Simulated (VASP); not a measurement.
Set up this calculation in VASP 6.6.1, as the native input.

```
Task                   : single point
Functional             : r2SCAN
Potentials or basis    : VASP PAW PBE potentials, release 64 (Pd)
Cutoff                 : 520 eV
k mesh                 : 14 × 14 × 14
Occupations            : methfessel-paxton, width 0.1 eV
Spin                   : no spin polarisation
Dipole correction      : no
Further INCAR settings : ALGO = Normal; EDIFF = 1e-06; NBANDS = 11
```

The system is Pd.

```
Pd
1.0
     0.00000    1.95585    1.95585
     1.95585    0.00000    1.95585
     1.95585    1.95585    0.00000
Pd
1
Direct
  0.00000 0.00000 0.00000
```

These files were run (other wordings do the same):

POSCAR

```
Pd
1.0
    0.0000000000      1.9558504376      1.9558504376
    1.9558504376      0.0000000000      1.9558504376
    1.9558504376      1.9558504376      0.0000000000
Pd
1
Direct
    0.0000000000      0.0000000000      0.0000000000
```

INCAR.step1

```
PREC     = Accurate       # precision mode
ENCUT    = 520            # plane-wave cutoff, eV
ISMEAR   = 1              # smearing method
SIGMA    = 0.1            # smearing width, eV
LREAL    = False          # projectors in reciprocal space
LASPH    = True           # aspherical terms in the spheres
NELM     = 60             # most SCF steps
NBANDS   = 11             # bands
GGA      = PE             # functional
ALGO     = Normal         # electronic algorithm
EDIFF    = 1E-4           # SCF threshold, eV
LWAVE    = True           # write WAVECAR
LCHARG   = False          # write CHGCAR
```

INCAR.step2

```
PREC     = Accurate       # precision mode
ENCUT    = 520            # plane-wave cutoff, eV
EDIFF    = 1E-6           # SCF threshold, eV
ISMEAR   = 1              # smearing method
SIGMA    = 0.1            # smearing width, eV
LREAL    = False          # projectors in reciprocal space
LASPH    = True           # aspherical terms in the spheres
NELM     = 60             # most SCF steps
ALGO     = Normal         # electronic algorithm
ISIF     = 2              # what is computed and relaxed
LWAVE    = False          # write WAVECAR
LCHARG   = False          # write CHGCAR
METAGGA  = R2SCAN         # meta-GGA
LMIXTAU  = True         
NBANDS   = 11             # bands
ISTART   = 1
```

KPOINTS

```
Automatic mesh
0
Gamma
  14 14 14
```

Potentials or basis: VASP PAW PBE potentials, release 64 (Pd).

Run with:

```sh
$ cat potpaw_PBE.64/Pd/POTCAR > POTCAR
$ cp INCAR.step1 INCAR
$ mpirun -np 1 vasp_std > vasp.out
$ cp INCAR.step2 INCAR
$ mpirun -np 1 vasp_std > vasp.out
```

Results of the run:

| Item | Value |
| --- | --- |
| Pressure | 0.3 GPa |
| Band gap on the k mesh | zero (band 5 reaches 9.68 eV, above the bottom of band 6 at 8.03 eV) |

Caveat: the PAW data sets were made with another functional, which shifts forces and pressure a little.

Run time: 28 s on 1 thread of Intel(R) Xeon(R) Platinum 8559C (Emerald Rapids), with other jobs on the host, peak memory 0.15 GiB.
